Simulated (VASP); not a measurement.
# YbGe2F2 (I4/mmm) in VASP: single point with r2SCAN+U

Aim: the single point of YbGe2F2 with r2SCAN+U.

Program: VASP 6.6.1. These are calculated values, not measurements. Logs are shortened: lines on timing, memory, paths and dates and some standing lists are left out, and cuts for length are marked.

### Step 1. The cell of the first run

The structure is tetragonal, space group I4/mmm (No. 139). The conventional cell has a = 3.918 Å, b = 3.918 Å, c = 10.603 Å, α = 90.00°, β = 90.00°, γ = 90.00°. Within 3.0 Å of Ge (site symmetry 4mm) lie 1 Ge at 2.30 Å and 4 F at 2.47 Å and 4 Yb at 3.00 Å. F (site symmetry -4m2) has 4 Ge at 2.47 Å and 4 F at 2.77 Å and 4 Yb at 3.30 Å within 3.3 Å. Within 4.2 Å of Yb (site symmetry 4/mmm) lie 10 Ge at 3.00 to 4.15 Å and 8 F at 3.30 Å and 4 Yb at 3.92 Å.

### Step 2. Single point, r2SCAN+U

POSCAR reads:

```
YbGe2F2
1.0
    0.0000000000      3.9184830000     -0.0000001848
    3.9184830000      0.0000000000     -0.0000001848
    1.9592412500      1.9592412500     -5.3016591848
Ge F Yb
2 2 1
Direct
    0.3916806426      0.3916806426      0.2166387148
    0.6083193574      0.6083193574      0.7833612852
    0.7500000000      0.2500000000      0.5000000000
    0.2500000000      0.7500000000      0.5000000000
    0.0000000000      0.0000000000      0.0000000000
```

INCAR.step1 reads:

```
SYSTEM = YbGe2F2
PREC = Accurate
ENCUT = 520
ISMEAR = -1
SIGMA = 0.05
LREAL = .False.
LASPH = .True.
NELM = 150
LMAXMIX = 6
LDAU = .True.
LDAUTYPE = 2
LDAUL = -1 -1 3
LDAUU = 0 0 6.37
LDAUJ = 0 0 0
NBANDS = 41
GGA = PE
ALGO = Normal
EDIFF = 1E-4
LWAVE = .True.
LCHARG = .False.
```

INCAR.step2 reads:

```
SYSTEM = YbGe2F2
PREC = Accurate
ENCUT = 520
EDIFF = 1E-6
ISMEAR = -1
SIGMA = 0.05
LREAL = .False.
LASPH = .True.
NELM = 150
ALGO = Normal
ISIF = 2
LWAVE = .False.
LCHARG = .True.
LMAXMIX = 6
LDAU = .True.
LDAUTYPE = 2
LDAUL = -1 -1 3
LDAUU = 0 0 6.37
LDAUJ = 0 0 0
LDAUPRINT = 1
METAGGA = R2SCAN
LMIXTAU = .True.
LELF = .True.
LVHAR = .True.
NBANDS = 41
ISTART = 1
```

KPOINTS reads:

```
regular mesh
0
Gamma
  6 6 6
  0 0 0
```

Potentials or basis: VASP PAW PBE potentials, release 64 (Ge_d, F, Yb).

Run with:

```
$ cat potpaw_PBE.64/Ge_d/POTCAR potpaw_PBE.64/F/POTCAR potpaw_PBE.64/Yb/POTCAR > POTCAR
$ cp INCAR.step1 INCAR
$ mpirun -np 1 vasp_std > vasp.out
$ cp INCAR.step2 INCAR
$ mpirun -np 1 vasp_std > vasp.out
```

OUTCAR:

```text
SYSTEM = YbGe2F2
   PREC = Accurate
   ENCUT = 520
   EDIFF = 1E-6
   ISMEAR = -1
   LREAL = .False.
   LASPH = .True.
   NELM = 150
   ISIF = 2
   METAGGA = R2SCAN
   ISTART = 1

 ion  position               nearest neighbor table
   1  0.392  0.392  0.217-   2 2.30   5 3.00   5 3.00   5 3.00   5 3.00
   2  0.608  0.608  0.783-   1 2.30   5 3.00   5 3.00   5 3.00   5 3.00
   3  0.750  0.250  0.500-
   4  0.250  0.750  0.500-
   5  0.000  0.000  0.000-   2 3.00   1 3.00   2 3.00   1 3.00   1 3.00   2 3.00   2 3.00   1 3.00

  LATTYP: Found a body centered tetragonal cell.
 ALAT       =     3.9184830000
 C/A-ratio  =     2.7059752460

  Lattice vectors:

 A1 = (  -1.9592412500,   1.9592417500,   5.3016590000)
 A2 = (   1.9592417500,  -1.9592412500,   5.3016590000)
 A3 = (   1.9592412500,   1.9592412500,  -5.3016591848)

Analysis of symmetry for initial positions (statically):
=====================================================================
 Subroutine PRICEL returns:
 Original cell was already a primitive cell.

 Routine SETGRP: Setting up the symmetry group for a
 body centered tetragonal supercell.

 Subroutine GETGRP returns: Found 16 space group operations
 (whereof 16 operations were pure point group operations)
 out of a pool of 16 trial point group operations.

The static configuration has the point symmetry D_4h.

Analysis of symmetry for dynamics (positions and initial velocities):
=====================================================================
 Subroutine PRICEL returns:
 Original cell was already a primitive cell.

 Routine SETGRP: Setting up the symmetry group for a
 body centered tetragonal supercell.

 Subroutine GETGRP returns: Found 16 space group operations
 (whereof 16 operations were pure point group operations)
 out of a pool of 16 trial point group operations.

The dynamic configuration has the point symmetry D_4h.

 Subroutine INISYM returns: Found 16 space group operations
 (whereof 16 operations are pure point group operations),
 and found     1 'primitive' translations

----------------------------------------------------------------------------------------

                                     Primitive cell

  volume of cell :      81.4044

  direct lattice vectors                    reciprocal lattice vectors
     0.000000000  3.918483000 -0.000000185     0.000000004  0.255200805  0.094310090
     3.918483000  0.000000000 -0.000000185     0.255200805  0.000000004  0.094310090
     1.959241250  1.959241250 -5.301659185    -0.000000009 -0.000000009 -0.188620204

  length of vectors
     3.918483000  3.918483000  5.982043352     0.272069557  0.272069557  0.188620204

  position of ions in fractional coordinates (direct lattice)
     0.391680643  0.391680643  0.216638715
     0.608319357  0.608319357  0.783361285
     0.750000000  0.250000000  0.500000000
     0.250000000  0.750000000  0.500000000
     0.000000000  0.000000000  0.000000000

  ion indices of the primitive-cell ions
   primitive index   ion index
                 1           1
                 2           2
                 3           3
                 4           4
                 5           5

----------------------------------------------------------------------------------------

[... 95 lines left out ...]
   angular momentum for each species LDAUL =    -1   -1    3
   U (eV)           for each species LDAUU =   0.0  0.0  6.4
   J (eV)           for each species LDAUJ =   0.0  0.0  0.0
   METAGGA = R2SCAN    functional components
   LHFCALC =     F    Hartree Fock is set to
   AEXX    =    0.0000 exact exchange contribution
   IVDW    =     0    specifies the selected vdW correction
   LEPSILON=     F    determine dielectric tensor
   LRPA    =     F    only Hartree local field effects (RPA)
 non-spin polarized calculation
  energy-cutoff  :      520.00
  volume of cell :       81.40
 maximum number of plane-waves:      2212
 NGX is ok and might be reduce to    30
   NGX = 15   NGY = 15   NGZ = 23

atom =   5  type =  3  l = 3

 onsite density matrix

spin component  1

  0.9840 -0.0000  0.0007 -0.0000 -0.0000  0.0000  0.0000
 -0.0000  0.9785  0.0000 -0.0000  0.0000  0.0000  0.0000
  0.0007  0.0000  0.9883 -0.0000  0.0000 -0.0000  0.0000
 -0.0000 -0.0000 -0.0000  0.9854 -0.0000 -0.0000  0.0000
 -0.0000  0.0000  0.0000 -0.0000  0.9883  0.0000 -0.0007
  0.0000  0.0000 -0.0000 -0.0000  0.0000  0.9876  0.0000
  0.0000  0.0000  0.0000  0.0000 -0.0007  0.0000  0.9840

spin component  2

  0.9840 -0.0000  0.0007 -0.0000 -0.0000  0.0000  0.0000
 -0.0000  0.9785  0.0000 -0.0000  0.0000  0.0000  0.0000
  0.0007  0.0000  0.9883 -0.0000  0.0000 -0.0000  0.0000
 -0.0000 -0.0000 -0.0000  0.9854 -0.0000 -0.0000  0.0000
 -0.0000  0.0000  0.0000 -0.0000  0.9883  0.0000 -0.0007
  0.0000  0.0000 -0.0000 -0.0000  0.0000  0.9876  0.0000
  0.0000  0.0000  0.0000  0.0000 -0.0007  0.0000  0.9840

 occupancies and eigenvectors

  o =  0.9785  v = -0.0000 -1.0000  0.0000 -0.0000  0.0000 -0.0000  0.0000  0.0000  0.0000  0.0000  0.0000  0.0000  0.0000  0.0000      0.0000  0.0000  0.0000  0.0000  0.0000  0.0000  0.0000  0.0000  0.0000  0.0000  0.0000  0.0000  0.0000  0.0000
  o =  0.9785  v =  0.0000  0.0000  0.0000  0.0000  0.0000  0.0000  0.0000 -0.0000 -1.0000  0.0000 -0.0000  0.0000 -0.0000  0.0000      0.0000  0.0000  0.0000  0.0000  0.0000  0.0000  0.0000  0.0000  0.0000  0.0000  0.0000  0.0000  0.0000  0.0000
  o =  0.9839  v =  0.0000  0.0000  0.0000  0.0000  0.0000  0.0000  0.0000 -0.5418 -0.0000  0.0870  0.0000 -0.1325  0.0000 -0.8254      0.0000  0.0000  0.0000  0.0000  0.0000  0.0000  0.0000  0.0000  0.0000  0.0000  0.0000  0.0000  0.0000  0.0000
  o =  0.9839  v = -0.5418 -0.0000  0.0870  0.0000 -0.1325  0.0000 -0.8254  0.0000  0.0000  0.0000  0.0000  0.0000  0.0000  0.0000      0.0000  0.0000  0.0000  0.0000  0.0000  0.0000  0.0000  0.0000  0.0000  0.0000  0.0000  0.0000  0.0000  0.0000
  o =  0.9839  v =  0.8254 -0.0000 -0.1325  0.0000 -0.0870 -0.0000 -0.5418  0.0000  0.0000  0.0000  0.0000  0.0000  0.0000  0.0000      0.0000  0.0000  0.0000  0.0000  0.0000  0.0000  0.0000  0.0000  0.0000  0.0000  0.0000  0.0000  0.0000  0.0000
  o =  0.9839  v =  0.0000  0.0000  0.0000  0.0000  0.0000  0.0000  0.0000  0.8254 -0.0000 -0.1325  0.0000 -0.0870 -0.0000 -0.5418      0.0000  0.0000  0.0000  0.0000  0.0000  0.0000  0.0000  0.0000  0.0000  0.0000  0.0000  0.0000  0.0000  0.0000
  o =  0.9854  v = -0.0000  0.0000 -0.0000 -1.0000 -0.0000 -0.0000  0.0000  0.0000  0.0000  0.0000  0.0000  0.0000  0.0000  0.0000      0.0000  0.0000  0.0000  0.0000  0.0000  0.0000  0.0000  0.0000  0.0000  0.0000  0.0000  0.0000  0.0000  0.0000
  o =  0.9854  v =  0.0000  0.0000  0.0000  0.0000  0.0000  0.0000  0.0000 -0.0000  0.0000 -0.0000 -1.0000 -0.0000 -0.0000  0.0000      0.0000  0.0000  0.0000  0.0000  0.0000  0.0000  0.0000  0.0000  0.0000  0.0000  0.0000  0.0000  0.0000  0.0000
  o =  0.9876  v =  0.0000  0.0000  0.0000  0.0000  0.0000  0.0000  0.0000  0.0000 -0.0000  0.0000 -0.0000 -0.0000  1.0000  0.0000      0.0000  0.0000  0.0000  0.0000  0.0000  0.0000  0.0000  0.0000  0.0000  0.0000  0.0000  0.0000  0.0000  0.0000
  o =  0.9876  v =  0.0000 -0.0000  0.0000 -0.0000 -0.0000  1.0000  0.0000  0.0000  0.0000  0.0000  0.0000  0.0000  0.0000  0.0000      0.0000  0.0000  0.0000  0.0000  0.0000  0.0000  0.0000  0.0000  0.0000  0.0000  0.0000  0.0000  0.0000  0.0000
  o =  0.9885  v =  0.1267  0.0000  0.7890 -0.0000 -0.5935 -0.0000  0.0953  0.0000  0.0000  0.0000  0.0000  0.0000  0.0000  0.0000      0.0000  0.0000  0.0000  0.0000  0.0000  0.0000  0.0000  0.0000  0.0000  0.0000  0.0000  0.0000  0.0000  0.0000
  o =  0.9885  v =  0.0000  0.0000  0.0000  0.0000  0.0000  0.0000  0.0000  0.1267  0.0000  0.7890 -0.0000 -0.5935 -0.0000  0.0953      0.0000  0.0000  0.0000  0.0000  0.0000  0.0000  0.0000  0.0000  0.0000  0.0000  0.0000  0.0000  0.0000  0.0000
  o =  0.9885  v =  0.0000  0.0000  0.0000  0.0000  0.0000  0.0000  0.0000 -0.0953 -0.0000 -0.5935  0.0000 -0.7890 -0.0000  0.1267      0.0000  0.0000  0.0000  0.0000  0.0000  0.0000  0.0000  0.0000  0.0000  0.0000  0.0000  0.0000  0.0000  0.0000
  o =  0.9885  v = -0.0953 -0.0000 -0.5935  0.0000 -0.7890 -0.0000  0.1267  0.0000  0.0000  0.0000  0.0000  0.0000  0.0000  0.0000      0.0000  0.0000  0.0000  0.0000  0.0000  0.0000  0.0000  0.0000  0.0000  0.0000  0.0000  0.0000  0.0000  0.0000

 number of electron      65.9999959 magnetization

 Free energy of the ion-electron system (eV)
  ---------------------------------------------------
  ext. energy  EPLUGINS =         0.00000000
  ---------------------------------------------------
  free energy    TOTEN  =       -73.47993385 eV

  energy without entropy =      -73.47100853  energy(sigma->0) =      -73.47547119

 E-fermi :   4.3769     XC(G=0): -11.6099

 val. band max:        4.2982043331   @ k =   0.1667   0.1667   0.0000
 cond. band min:       4.4151622226   @ k =  -0.1667   0.0000   0.1667
 fundamental gap:      0.1169578895
 Fermi energy:         4.3768984813

 k-point     1 :       0.0000    0.0000    0.0000
  band No.  band energies     occupation
      1     -47.5313      2.00000
      2     -21.6742      2.00000
      3     -21.4947      2.00000
      4     -21.4946      2.00000
      5     -21.3855      2.00000
      6     -21.3271      2.00000
[... 1045 lines left out ...]
     40      10.7598      0.00000
     41      11.4537      0.00000

 [... further k-points ...]

------------------------ aborting loop because EDIFF is reached ----------------------------------------

  FORCE on cell =-STRESS in cart. coord.  units (eV):
  Direction    XX          YY          ZZ          XY          YZ          ZX
  --------------------------------------------------------------------------------------
  -------------------------------------------------------------------------------------
  Total        5.1732918      5.1732918      1.0071376      0.0000000     -0.0000002     -0.0000002
  in kB      101.8192355    101.8192355     19.8221919      0.0000000     -0.0000039     -0.0000039
  external PRESSURE =      74.4868876 kB  Pullay stress =       0.0000000 kB

 VOLUME and BASIS-vectors are now :
 -----------------------------------------------------------------------------
  energy-cutoff  :      520.00
  volume of cell :       81.40
      direct lattice vectors                 reciprocal lattice vectors
     0.000000000  3.918483000 -0.000000185     0.000000004  0.255200805  0.094310090
     3.918483000  0.000000000 -0.000000185     0.255200805  0.000000004  0.094310090
     1.959241250  1.959241250 -5.301659185    -0.000000009 -0.000000009 -0.188620204

 POSITION                                       TOTAL-FORCE (eV/Angst)
 -----------------------------------------------------------------------------------
      1.95924      1.95924     -1.14854         0.000000      0.000000      0.080087
      3.91848      3.91848     -4.15311        -0.000000     -0.000000     -0.080087
      1.95924      3.91848     -2.65083         0.000000      0.000000     -0.000000
      3.91848      1.95924     -2.65083        -0.000000     -0.000000      0.000000
      0.00000      0.00000      0.00000        -0.000000     -0.000000     -0.000000
 -----------------------------------------------------------------------------------
    total drift:                                0.000000      0.000000      0.000000

  FREE ENERGIE OF THE ION-ELECTRON SYSTEM (eV)
  ---------------------------------------------------
  free  energy   TOTEN  =       -73.4799338476 eV

  energy  without entropy=      -73.4710085315  energy(sigma->0) =      -73.47547119
```

It took 9.3 min on 1 thread of AMD EPYC 7R43 (Zen 3), shared host; peak memory 0.25 GiB.

What came out:

```yaml
Free_energy: -73.4799 eV
Pressure: 7.4 GPa
Largest_force: 0.080 eV/Å
Band_gap_on_the_k_mesh: zero (bands 33 and 34 overlap by 1.29 eV)
```

Forces on the atoms (eV/Å):
```
Ge   0.000  0.000  0.080
Ge   0.000  0.000 -0.080
F    0.000  0.000  0.000
F    0.000  0.000  0.000
Yb   0.000  0.000  0.000
```

Levels at points of the mesh, in eV from the Fermi level:
```
           k point  band 30  band 31  band 32  band 33  band 34  band 35  band 36  band 37
(0.00, 0.00, 0.00)    -1.42    -1.36    -1.35     0.30     0.30     1.60     2.51     2.51
(0.50, 0.00, 0.00)    -1.41    -1.37    -1.32    -1.06     0.80     1.88     3.59     3.84
(0.50, 0.50, 0.00)    -1.35    -1.35    -1.24    -0.76    -0.48     1.22     1.34     3.14
(0.00, 0.00, 0.50)    -1.42    -1.37     0.48     0.81     0.81     1.19     1.66     1.66
```

Eigenvalues of the final occupation matrices:
```
    site  spin  trace                         eigenvalues
site 5 f     1   6.90  0.98 0.98 0.98 0.99 0.99 0.99 0.99
site 5 f     2   6.90  0.98 0.98 0.98 0.99 0.99 0.99 0.99
```

Caveat: the cell stands under pressure; the PAW data sets were made with another functional, which shifts forces and pressure a little; spin-orbit coupling is left out, which moves the levels of the heavy elements; U without spin polarisation on a metal has little footing.
